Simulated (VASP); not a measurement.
Here is a VASP 6.6.1 calculation.

The input POSCAR:

```
MgS
1.0
    0.0000000000      2.6015179373      2.7087004763
    2.6015179373      0.0000000000      2.7087004763
    2.6015179373      2.6015179373      0.0000000000
Mg S
1 1
Direct
    0.0000000000      0.0000000000      0.0000000000
    0.5000000000      0.5000000000      0.5000000000
```

INCAR.step1

```
  ALGO = Normal
  EDIFF = 1E-4
  ENCUT = 520
  GGA = PE
  ISMEAR = 0
  LASPH = True
  LCHARG = False
  LREAL = False
  LWAVE = True
  NBANDS = 11
  NELM = 80
  PREC = Accurate
  SIGMA = 0.01
```

File INCAR.step2:

```
  ALGO = Normal
  EDIFF = 1E-6
  ENCUT = 520
  ISIF = 2
  ISMEAR = 0
  ISTART = 1
  LASPH = True
  LCHARG = False
  LMIXTAU = True
  LREAL = False
  LWAVE = False
  METAGGA = R2SCAN
  NBANDS = 11
  NELM = 80
  PREC = Accurate
  SIGMA = 0.01
```

File KPOINTS:

```
k-points
0
Gamma
  8 8 8
```

Potentials or basis: VASP PAW PBE potentials, release 64 (Mg, S).

Command:

```bash
$ cat potpaw_PBE.64/Mg/POTCAR potpaw_PBE.64/S/POTCAR > POTCAR
$ cp INCAR.step1 INCAR
$ mpirun -np 1 vasp_std > vasp.out
$ cp INCAR.step2 INCAR
$ mpirun -np 1 vasp_std > vasp.out
```

Problem. What does it give for the pressure?

Solution. -3.2 GPa.

Problem. Predict the band gap on the k mesh.

Solution. 3.18 eV, indirect (least direct gap 4.18 eV).

Stress tensor (GPa, compression positive):
```
-2.13  0.00  0.00
 0.00 -2.13  0.00
 0.00  0.00 -5.25
```

Caveat: the cell differs from its parent crystal (uniaxial z strain +4.1%); the PAW data sets were made with another functional, which shifts forces and pressure a little. A k mesh can miss the band edges.
